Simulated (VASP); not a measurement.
GaMo: single point with PBE

The system is GaMo.

```xyz
2
Lattice="3.1245 0.0000 0.0000 0.0000 3.1245 0.0000 0.0000 0.0000 3.1245" Properties=species:S:1:pos:R:3 pbc="T T T"
Ga    0.0000    0.0000    0.0000
Mo    1.5623    1.5623    1.5623
```

| Quantity | Value |
| --- | --- |
| Program | VASP 6.6.1 |
| Task | single point |
| Functional | PBE |
| Potentials or basis | VASP PAW PBE potentials, release 64 (Ga_d, Mo_sv) |
| Cutoff | 520 eV |
| k mesh | 6 × 6 × 6 |
| Occupations | gaussian, width 0.2 eV |
| Spin | no spin polarisation |

| Item | Value |
| --- | --- |
| Pressure | 0.0 GPa |

Levels at points of the mesh, in eV from the Fermi level:
```csv
k point,band 12,band 13,band 14,band 15,band 16,band 17
"(0.00, 0.00, 0.00)",-2.76,1.29,1.29,1.29,4.48,4.48
"(0.50, 0.00, 0.00)",-2.27,-1.21,-1.21,1.39,3.10,8.54
"(0.50, 0.50, 0.00)",-1.95,-1.95,-0.05,-0.05,2.65,4.85
"(0.50, 0.50, 0.50)",-4.65,-1.62,2.76,2.76,4.99,4.99
```

Wall time 22 s on 1 thread of AMD EPYC 7R13, on a shared host, peak memory 0.11 GiB.
